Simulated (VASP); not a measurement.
Set up this calculation in VASP 6.6.1, as the native input.

```yaml
Task: relaxation of cell and atoms
Functional: PBE
Potentials_or_basis: VASP PAW PBE potentials, release 64 (Si, C)
Cutoff: 600 eV
k_mesh: 18 × 18 × 18
Occupations: fermi-dirac, width 0.05 eV
Spin: no spin polarisation
Target_pressure: 320 GPa
Dipole_correction: no
Further_INCAR_settings: ALGO = Normal; EDIFF = 1e-06; IBRION = 2; EDIFFG = -0.005; NSW = 32; ISIF = 3
```

The structure of SiC (zincblende type) lies in POSCAR:

```
SiC
1.0
    0.0000000000      1.8258115996      1.8258115996
    1.8258115996      0.0000000000      1.8258115996
    1.8258115996      1.8258115996      0.0000000000
Si C
1 1
Direct
    0.0000000000      0.0000000000      0.0000000000
    0.2500000000      0.2500000000      0.2500000000
```

These files were run (other wordings do the same):

INCAR

```
PREC     = Accurate       # precision mode
ENCUT    = 600            # plane-wave cutoff, eV
EDIFF    = 1E-6           # SCF threshold, eV
ISMEAR   = -1             # smearing method
SIGMA    = 0.05           # smearing width, eV
LREAL    = F              # projectors in reciprocal space
LASPH    = T              # aspherical terms in the spheres
NELM     = 80             # most SCF steps
ALGO     = Normal         # electronic algorithm
ISIF     = 3              # what is computed and relaxed
LWAVE    = F              # write WAVECAR
LCHARG   = F              # write CHGCAR
GGA      = PE             # functional
IBRION   = 2              # ionic algorithm
NSW      = 32             # ionic steps
EDIFFG   = -0.005         # ionic threshold
PSTRESS  = 3200.0
```

KPOINTS

```
Automatic mesh
0
Gamma
  18 18 18
```

Potentials or basis: VASP PAW PBE potentials, release 64 (Si, C).

Run with:

```sh
$ cat potpaw_PBE.64/Si/POTCAR potpaw_PBE.64/C/POTCAR > POTCAR
$ mpirun -np 1 vasp_std > vasp.out
```

It gave:

```json
{
  "Relaxed volume": "6.08 Å³/atom",
  "Relaxed cell": "a = 2.582 Å, b = 2.582 Å, c = 2.582 Å, α = 60.00°, β = 60.00°, γ = 60.00°",
  "Space group after relaxing (to 0.1 Å)": "F-43m (No. 216)",
  "Energy change on relaxing (the run minimises the enthalpy)": "+8.1 meV/atom",
  "Ionic steps": "3",
  "Pressure after relaxing": "320.0 GPa",
  "Band gap on the k mesh": "0.67 eV (least direct gap 4.80 eV)"
}
```

Caveat: the cell is relaxed towards a set pressure, so the run minimises the enthalpy, not the energy.

Wall time 58 s on 1 thread of Intel Xeon 8259CL (shared host), peak memory 0.15 GiB.
